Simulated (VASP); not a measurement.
Write the native input for VASP 6.6.1 that does the following.

| Property | Result |
| --- | --- |
| Task | dielectric tensor |
| Functional | PBE |
| Potentials or basis | VASP PAW PBE potentials, release 64 (Mo_sv, Se) |
| Cutoff | 400 eV |
| k mesh | 9 × 9 × 2 |
| Occupations | gaussian, width 0.01 eV |
| Spin | no spin polarisation |
| Dipole correction | no |
| Further INCAR settings | ALGO = Normal; EDIFF = 1e-08 |

The structure of MoSe2 lies in POSCAR:

```
MoSe2
1.0
    3.3053967699      0.0000000000      0.0000000000
   -1.6526983850      2.8625575724      0.0000000000
    0.0000000000      0.0000000000     13.0878309610
Mo Se
2 4
Direct
    0.3333333333      0.6666666667      0.2500000000
    0.6666666667      0.3333333333      0.7500000000
    0.6666666667      0.3333333333      0.3766314215
    0.6666666667      0.3333333333      0.1233685785
    0.3333333333      0.6666666667      0.8766314215
    0.3333333333      0.6666666667      0.6233685785
```

These files were run (other wordings do the same):

INCAR

```
  PREC = Accurate
  ENCUT = 400
  EDIFF = 1E-8
  ISMEAR = 0
  SIGMA = 0.01
  LREAL = False
  LASPH = True
  NELM = 120
  ALGO = Normal
  ISIF = 2
  LWAVE = False
  LCHARG = False
  GGA = PE
  LEPSILON = True
  GGA_COMPAT = False
```

KPOINTS

```
regular mesh
0
Gamma
  9 9 2
```

Potentials or basis: VASP PAW PBE potentials, release 64 (Mo_sv, Se).

Run with:

```bash
$ cat potpaw_PBE.64/Mo_sv/POTCAR potpaw_PBE.64/Se/POTCAR > POTCAR
$ mpirun -np 1 vasp_std > vasp.out
```

It gave:

* Band gap on the k mesh: 0.98 eV (least direct gap 1.39 eV)
* Electronic dielectric tensor (diagonal): 16.66, 16.66, 7.40
* Born charges (mean of the diagonal): Mo -1.50; Se +0.75 e

Run time: 7.9 min on 1 thread of Intel(R) Xeon(R) 6975P-C (Granite Rapids), with other jobs on the host, peak memory 0.49 GiB.
